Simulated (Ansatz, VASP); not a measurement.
## One calculation of Co, two programs

The input INCAR:

```
PREC = Accurate
ENCUT = 520
EDIFF = 1E-7
ISMEAR = -1
SIGMA = 0.05
LREAL = F
LASPH = T
NELM = 150
ALGO = Normal
ISIF = 2
LWAVE = F
LCHARG = T
ISPIN = 2
MAGMOM = 1.7 1.7
LORBIT = 11
LMAXMIX = 4
GGA = PE
LELF = T
LVHAR = T
NBANDS = 20
```

The input KPOINTS:

```
regular mesh
0
Gamma
  17 17 10
```

POSCAR

```
Co
1.0
    2.2972099873      0.0000000000      0.0000000000
   -1.1486049936      1.9894422068      0.0000000000
    0.0000000000      0.0000000000      3.7097728546
Co
2
Direct
    0.3333333333      0.6666666667      0.2500000000
    0.6666666667      0.3333333333      0.7500000000
```

Input for Ansatz:

```yaml
crystal:
  lattice:
    - [2.2972099873, 0.0, 0.0]
    - [-1.1486049936, 1.9894422068, 0.0]
    - [0.0, 0.0, 3.7097728546]
  atoms:
    - { symbol: Co, position: [0.3333333333, 0.6666666667, 0.25], spin: 1.7 }
    - { symbol: Co, position: [0.6666666667, 0.3333333333, 0.75], spin: 1.7 }
magnetization:
  spin_polarized: true
kpoints:
  mp_grid: { grid: [17, 17, 10] }
scf:
  occupations: { method: fermi_dirac, width: 0.05 }
hamiltonian:
  xc: pbe
  pseudopotentials: { kind: all_electron, lapw: { basis_error: 0.001 } }
output:
  forces: true
  stress: true
  eigenvalues: true
  populations: true
```

Change from the starting cell: volume scaled by 0.78, LAPW.

Alike in both runs: task single point; functional PBE; k mesh 17 × 17 × 10; occupations fermi-dirac, width 0.05 eV; collinear spin.

|  | VASP | Ansatz |
| --- | --- | --- |
| version | VASP 6.6.1 | Ansatz 0.2.0 |
| potentials or method | VASP PAW PBE potentials, release 64 (Co), cutoff 520 eV | all-electron LAPW, scalar-relativistic |

VASP gave:

- pressure (GPa): 89.9
- traceless stress, the component that is largest in VASP (GPa): 0.00
- net moment per atom (μB): 1.28
- size of the moment on the site where the two differ most (μB): 1.25

What did Ansatz give for the same quantities?

Pressure (GPa): 91.9; traceless stress, the component that is largest in VASP (GPa): 0.09; net moment per atom (μB): 1.28; size of the moment on the site where the two differ most (μB): 1.31.

Site moments also hang on the region over which each program counts them. Both programs put the cell under a high pressure, so it lies far from rest at this level. Ansatz ran all-electron here, and VASP with PAW potentials.

Noted on VASP's run: the cell as given lies far from equilibrium.
